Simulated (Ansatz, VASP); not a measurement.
# Ge in VASP and in Ansatz

```
CELL_PARAMETERS angstrom
3.87706 0.00000 0.00000
-1.93853 3.35763 0.00000
0.00000 0.00000 6.59637
ATOMIC_POSITIONS crystal
Ge 0.66667 0.33333 0.06291
Ge 0.33333 0.66667 0.56291
Ge 0.66667 0.33333 0.43709
Ge 0.33333 0.66667 0.93709
```

Change from the starting cell: strain -0.030 along x and y, +0.000 along z, atoms carried along.

Alike in both runs: task single point; functional PBEsol; k mesh 12 × 12 × 8; occupations gaussian, width 0.15 eV; no spin polarisation.

|  | VASP | Ansatz |
| --- | --- | --- |
| version | VASP 6.6.1 | Ansatz 0.2.0 |
| potentials or method | VASP PAW PBE potentials, release 64 (Ge_d), cutoff 520 eV | scalar-relativistic, plane waves, PAW |
| valence electrons in the cell | 56 | 56 |

|  | VASP | Ansatz | Ansatz less VASP |
| --- | --- | --- | --- |
| gap on the k mesh at the Fermi level (eV) | none | none | - |
| pressure (GPa) | 4.8 | 4.9 | +0.07 |
| traceless stress, the component that is largest in VASP (GPa) | -4.08 | -4.08 | -0.002 |
| rms of the force components (eV/Å) | 0.202 | 0.205 | +0.0028 |

VASP's potentials were made for PBE, not for PBEsol. Atom by atom the forces differ by 0.003 eV/Å (rms over components). A gap of «none» marks a metal or a gap that the smearing closes.
